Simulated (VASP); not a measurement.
**Si: single point with PBEsol**

Si:

```xyz
2
Lattice="-0.0136 2.7099 2.7099 2.7099 -0.0136 2.7099 2.7099 2.7099 -0.0136" Properties=species:S:1:pos:R:3 pbc="T T T"
Si    1.3534    1.3534    1.3534
Si   -0.0018   -0.0018   -0.0018
```

This cell differs from its parent crystal: equal xy, yz and zx engineering shears of -0.5 %.

| Property | Result |
| --- | --- |
| Program | VASP 6.6.1 |
| Task | single point |
| Functional | PBEsol |
| Potentials or basis | VASP PAW PBE potentials, release 64 (Si) |
| Cutoff | 520 eV |
| k mesh | 8 × 8 × 8 |
| Occupations | gaussian, width 0.01 eV |
| Spin | no spin polarisation |

The pressure is 0.1 GPa and the band gap on the k mesh is 0.46 eV, indirect (least direct gap 2.44 eV).

Stress tensor (GPa, compression positive):
```
0.13 0.37 0.37
0.37 0.13 0.37
0.37 0.37 0.13
```

Levels at points of the mesh, in eV from the valence-band top:
| k point | band 1 | band 2 | band 3 | band 4 | band 5 | band 6 | band 7 | band 8 |
| --- | --- | --- | --- | --- | --- | --- | --- | --- |
| (0.00, 0.00, 0.00) | -12.03 | -0.07 | -0.07 | 0.00 | 2.44 | 2.44 | 2.51 | 3.27 |
| (0.50, 0.00, 0.00) | -9.69 | -7.06 | -1.25 | -1.22 | 1.44 | 3.22 | 3.26 | 7.48 |
| (0.50, 0.50, 0.00) | -7.88 | -7.86 | -2.95 | -2.88 | 0.51 | 0.58 | 9.98 | 10.02 |
| (0.50, 0.50, 0.50) | -9.64 | -7.04 | -1.29 | -1.29 | 1.34 | 3.19 | 3.19 | 7.41 |

It took 12 s on 1 thread of Intel(R) Xeon(R) 6975P-C (Granite Rapids), on a shared host, peak memory 0.17 GiB.

Caveat: the cell differs from its parent crystal (equal xy, yz and zx engineering shears of -0.5 %); the PAW data sets were made with another functional, which shifts forces and pressure a little. A k mesh can miss the band edges.
